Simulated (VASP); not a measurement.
Runs of VASP 6.6.1 on PtSe2. The structure is cubic, space group Fm-3m (No. 225). The conventional cell has a = 6.262 Å, b = 6.262 Å, c = 6.262 Å, α = 90.00°, β = 90.00°, γ = 90.00°. Within 3.6 Å of Pt (site symmetry m-3m) lie 8 Se at 2.71 Å. Se (site symmetry -43m) has 4 Pt at 2.71 Å and 6 Se at 3.13 Å within 3.6 Å. 

| level | potentials or basis | spin | k mesh | cutoff (eV) | gap on the mesh (eV) | pressure (GPa) |
| --- | --- | --- | --- | --- | --- | --- |
| LDA | VASP PAW LDA potentials, release 64 (Pt, Se) | off | 4 × 4 × 4 | 500 | none | (a) |
| r2SCAN | VASP PAW PBE potentials, release 64 (Pt, Se) | off | 4 × 4 × 4 | 550 | none | 0.1 |
| PBE | VASP PAW PBE potentials, release 64 (Pt, Se) | non-collinear, zero start, SOC | 4 × 4 × 4 | 500 | - | 1.7 |
| PBE | VASP PAW PBE potentials, release 64 (Pt, Se) | off | 6 × 6 × 6 | 500 | none | 1.6 |

Alike in all rows: task single point; cell as given; smearing fermi-dirac 0.02 eV.

Estimate the missing entries.

(a) -5.4.

Caveats: some runs use coarse meshes; spin-orbit coupling is left out, which moves the levels of the heavy elements (some runs); the PAW data sets were made with another functional, which shifts forces and pressure a little (some runs).

A k mesh can miss the band edges, and rows without SOC leave out spin-orbit coupling on Pt, Se.

A gap of «none» marks levels without a gap at the run's occupations.
